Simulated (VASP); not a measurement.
# Mn3Cu (Fm-3m) in VASP: notebook, part 2 of 2

VASP 6.6.1. Earlier steps stand in the parts before.

## (3) Single point, PBEsol, collinear spin, ferrimagnetic start

The input, INCAR:

```
SYSTEM = Mn3Cu
  PREC = Accurate
  ENCUT = 520
  EDIFF = 1E-6
  ISMEAR = 0
  SIGMA = 0.1
  LREAL = .FALSE.
  LASPH = .TRUE.
  NELM = 150
  ALGO = Fast
  ISIF = 2
  LWAVE = .FALSE.
  LCHARG = .TRUE.
  ISPIN = 2
  MAGMOM = 2.2 2.2 -2.55 0.14
  LORBIT = 11
  NUPDOWN = 1.88
  LMAXMIX = 4
  GGA = PS
  LELF = .TRUE.
  LVHAR = .TRUE.
  NBANDS = 37
```

The input, KPOINTS:

```
regular mesh
0
G
  12 12 12
  0 0 0
```

The input, POSCAR:

```
Mn3Cu
1.0
    0.0000000000      2.8388306464      2.8388306464
    2.8388306464      0.0000000000      2.8388306464
    2.8388306464      2.8388306464      0.0000000000
Mn Cu
3 1
Direct
    0.2500000000      0.2500000000      0.2500000000
    0.7500000000      0.7500000000      0.7500000000
    0.5000000000      0.5000000000      0.5000000000
    0.0000000000      0.0000000000      0.0000000000
```

Potentials or basis: VASP PAW PBE potentials, release 64 (Mn_pv, Cu).

Launch:

```
$ cat potpaw_PBE.64/Mn_pv/POTCAR potpaw_PBE.64/Cu/POTCAR > POTCAR
$ mpirun -np 1 vasp_std > vasp.out
```

OUTCAR:

```text
SYSTEM = Mn3Cu
   PREC = Accurate
   ENCUT = 520
   EDIFF = 1E-6
   ISMEAR = 0
   LREAL = .FALSE.
   LASPH = .TRUE.
   NELM = 150
   ISIF = 2
   ISPIN = 2
   LORBIT = 11
   NUPDOWN = 1.88
   GGA = PS

 ion  position               nearest neighbor table
   1  0.250  0.250  0.250-   4 2.46   4 2.46   4 2.46   3 2.46   4 2.46   3 2.46   3 2.46   3 2.46
                             2 2.84   2 2.84   2 2.84   2 2.84   2 2.84   2 2.84
   2  0.750  0.750  0.750-   3 2.46   3 2.46   3 2.46   3 2.46   4 2.46   4 2.46   4 2.46   4 2.46
                             1 2.84   1 2.84   1 2.84   1 2.84   1 2.84   1 2.84
   3  0.500  0.500  0.500-   1 2.46   1 2.46   1 2.46   1 2.46   2 2.46   2 2.46   2 2.46   2 2.46
                             4 2.84   4 2.84   4 2.84   4 2.84   4 2.84   4 2.84
   4  0.000  0.000  0.000-   2 2.46   2 2.46   2 2.46   1 2.46   2 2.46   1 2.46   1 2.46   1 2.46
                             3 2.84   3 2.84   3 2.84   3 2.84   3 2.84   3 2.84

  LATTYP: Found a face centered cubic cell.
 ALAT       =     5.6776612928

  Lattice vectors:

 A1 = (   0.0000000000,   2.8388306464,   2.8388306464)
 A2 = (   2.8388306464,   0.0000000000,   2.8388306464)
[... 2129 lines left out ...]
 [... further k-points ...]
[... 5 lines left out ...]
  --------------------------------------------------------------------------------------
  -------------------------------------------------------------------------------------
  Total       -0.0994377     -0.0994377     -0.0994377      0.0000000      0.0000000     -0.0000000
  in kB       -3.4818756     -3.4818756     -3.4818756      0.0000000      0.0000000     -0.0000000
  external PRESSURE =      -3.4818756 kB  Pullay stress =       0.0000000 kB

 VOLUME and BASIS-vectors are now :
 -----------------------------------------------------------------------------
  energy-cutoff  :      520.00
  volume of cell :       45.76
      direct lattice vectors                 reciprocal lattice vectors
     0.000000000  2.838830646  2.838830646    -0.176128858  0.176128858  0.176128858
     2.838830646  0.000000000  2.838830646     0.176128858 -0.176128858  0.176128858
     2.838830646  2.838830646  0.000000000     0.176128858  0.176128858 -0.176128858

 POSITION                                       TOTAL-FORCE (eV/Angst)
 -----------------------------------------------------------------------------------
      1.41942      1.41942      1.41942         0.000000      0.000000      0.000000
      4.25825      4.25825      4.25825        -0.000000     -0.000000     -0.000000
      2.83883      2.83883      2.83883        -0.000000      0.000000      0.000000
      0.00000      0.00000      0.00000        -0.000000      0.000000      0.000000
 -----------------------------------------------------------------------------------
    total drift:                                0.000000     -0.000000      0.000000

  FREE ENERGIE OF THE ION-ELECTRON SYSTEM (eV)
  ---------------------------------------------------
  free  energy   TOTEN  =       -32.4457941800 eV

  energy  without entropy=      -32.4222485271  energy(sigma->0) =      -32.43402135

 total charge

# of ion       s       p       d       tot
------------------------------------------
    1        0.371   6.347   5.089  11.808
    2        0.371   6.347   5.089  11.808
    3        0.418   6.365   5.047  11.830
    4        0.543   0.528   9.132  10.203
--------------------------------------------------
tot          1.703  19.587  24.358  45.648

 magnetization (x)

# of ion       s       p       d       tot
------------------------------------------
    1        0.012   0.018   2.049   2.079
    2        0.012   0.018   2.049   2.079
    3       -0.042  -0.035  -2.351  -2.428
    4       -0.020   0.002   0.129   0.112
--------------------------------------------------
tot         -0.037   0.003   1.876   1.842
```

OSZICAR:

```text
N       E                     dE             d eps       ncg     rms          rms(c)
DAV:   1     0.540599867879E+03    0.54060E+03   -0.26528E+04 11368   0.202E+03
DAV:   2    -0.241571069404E+00   -0.54084E+03   -0.51615E+03 10671   0.504E+02
DAV:   3    -0.376594587516E+02   -0.37418E+02   -0.34911E+02 11114   0.150E+02
DAV:   4    -0.384996861136E+02   -0.84023E+00   -0.83832E+00 12323   0.248E+01
DAV:   5    -0.385320836648E+02   -0.32398E-01   -0.32396E-01 14079   0.467E+00    0.249E+01
RMM:   6    -0.330664936095E+02    0.54656E+01   -0.32838E+01 11613   0.551E+01    0.128E+01
RMM:   7    -0.376064023665E+02   -0.45399E+01   -0.81290E+00 12072   0.279E+01    0.315E+01
RMM:   8    -0.325487332227E+02    0.50577E+01   -0.13027E+00 11850   0.973E+00    0.526E+00
RMM:   9    -0.324273307550E+02    0.12140E+00   -0.29448E-01 12241   0.475E+00    0.257E+00
RMM:  10    -0.324296946649E+02   -0.23639E-02   -0.75869E-02 12904   0.306E+00    0.166E+00
RMM:  11    -0.324411663194E+02   -0.11472E-01   -0.32322E-02 12283   0.117E+00    0.959E-01
RMM:  12    -0.324452890804E+02   -0.41228E-02   -0.82180E-03 12231   0.820E-01    0.624E-01
RMM:  13    -0.324456468794E+02   -0.35780E-03   -0.60139E-03 12668   0.660E-01    0.246E-01
RMM:  14    -0.324457759039E+02   -0.12902E-03   -0.12620E-03 13282   0.308E-01    0.870E-02
RMM:  15    -0.324457928203E+02   -0.16916E-04   -0.35220E-04 13765   0.118E-01    0.403E-02
RMM:  16    -0.324457923929E+02    0.42736E-06   -0.60032E-05 12682   0.666E-02    0.197E-02
RMM:  17    -0.324457944990E+02   -0.21061E-05   -0.24680E-05 12141   0.289E-02    0.107E-02
RMM:  18    -0.324457941800E+02    0.31895E-06   -0.42331E-06  9935   0.197E-02
   1 F= -.32445794E+02 E0= -.32434021E+02  d E =-.235457E-01  mag=     1.8800
```

Run time: 2.7 min. Hardware: 1 thread of Intel Xeon Platinum 8559C (Emerald Rapids), shared host; peak memory 0.3 GiB.

What came out:

```yaml
Free_energy: -32.4458 eV
Pressure: -0.3 GPa
Net_moment: 1.88 μB per cell
Site_moments: Mn +2.08, -2.43; Cu +0.11 μB
Valence_electrons_inside_the_program's_atomic_spheres: Mn 11.81, 11.83; Cu 10.20
```

Caveat: the PAW data sets were made with another functional, which shifts forces and pressure a little; the total moment is fixed, so each spin has its own Fermi level.

## (4) Single point, PBEsol, collinear spin, ferrimagnetic start

The input, INCAR:

```
PREC = Accurate ; ENCUT = 520
EDIFF = 1E-6 ; ISMEAR = 0
SIGMA = 0.1 ; LREAL = F
LASPH = T ; NELM = 150
ALGO = Normal ; ISIF = 2
LWAVE = F ; LCHARG = F
ISPIN = 2 ; MAGMOM = 2.8 2.8 -1.79 0.15
LORBIT = 11 ; NUPDOWN = 3.75
LMAXMIX = 4 ; GGA = PS
NBANDS = 37
```

The input, KPOINTS:

```
regular mesh
0
Gamma
  12 12 12
```

POSCAR is that of step 3.

Launch:

```
$ cat potpaw_PBE.64/Mn_pv/POTCAR potpaw_PBE.64/Cu/POTCAR > POTCAR
$ mpirun -np 1 vasp_std > vasp.out
```

It took 2.6 min on 1 thread of Intel Xeon Platinum 8559C (Emerald Rapids), shared host; peak memory 0.29 GiB.

Results (log left out):

```
Free energy                                           : -32.3551 eV
Pressure                                              : 2.9 GPa
Net moment                                            : 3.75 μB per cell
Site moments                                          : Mn +2.63, -1.72; Cu +0.12 μB
Valence electrons inside the program's atomic spheres : Mn 11.80, 11.86; Cu 10.20
```

Caveat: the PAW data sets were made with another functional, which shifts forces and pressure a little; the total moment is fixed, so each spin has its own Fermi level.

## (5) Overview

| spin | fixed moment (μB) | pressure (GPa) | moment (μB) |
| --- | --- | --- | --- |
| collinear, zero start | 0.0 | -15.8 | 0.00 |
| collinear, ferrimagnetic start | 1.88 | -0.3 | 1.88 |
| collinear, ferrimagnetic start | 3.75 | 2.9 | 3.75 |

Alike in all rows: task single point; level PBEsol; potentials or basis VASP PAW PBE potentials, release 64 (Mn_pv, Cu); cell as given; k mesh 12 × 12 × 12; cutoff (eV) 520; smearing gaussian 0.1 eV.

Caveats: the PAW data sets were made with another functional, which shifts forces and pressure a little; the total moment is fixed, so each spin has its own Fermi level.

Absolute energies hang on the potentials; compare differences alone.
